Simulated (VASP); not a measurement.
Input of a VASP 6.6.1 run:

INCAR

```
SYSTEM = Bi
PREC = Accurate
ENCUT = 500
EDIFF = 1E-6
ISMEAR = 0
SIGMA = 0.05
LREAL = .FALSE.
LASPH = .TRUE.
NELM = 120
ALGO = Normal
ISIF = 2
LWAVE = .FALSE.
LCHARG = .FALSE.
GGA = PS
NBANDS = 14
GGA_COMPAT = .FALSE.
```

KPOINTS

```
regular mesh
0
G
  8 8 8
  0 0 0
```

The input POSCAR:

```
Bi
1.0
   -1.8782621648      1.8782621648      1.8782621648
    1.8782621648     -1.8782621648      1.8782621648
    1.8782621648      1.8782621648     -1.8782621648
Bi
1
Direct
    0.0000000000      0.0000000000      0.0000000000
```

Potentials or basis: VASP PAW PBE potentials, release 64 (Bi_d).

Run with:

```bash
$ cat potpaw_PBE.64/Bi_d/POTCAR > POTCAR
$ mpirun -np 1 vasp_std > vasp.out
```

Question: What does it give for the band gap on the k mesh?

Answer: Zero (an odd number of electrons rules out a gap without spin polarisation).

Question: Predict the pressure.

Answer: 9.9 GPa.

Caveat: the cell stands under pressure; the PAW data sets were made with another functional, which shifts forces and pressure a little; spin-orbit coupling is left out, which moves the levels of the heavy elements.
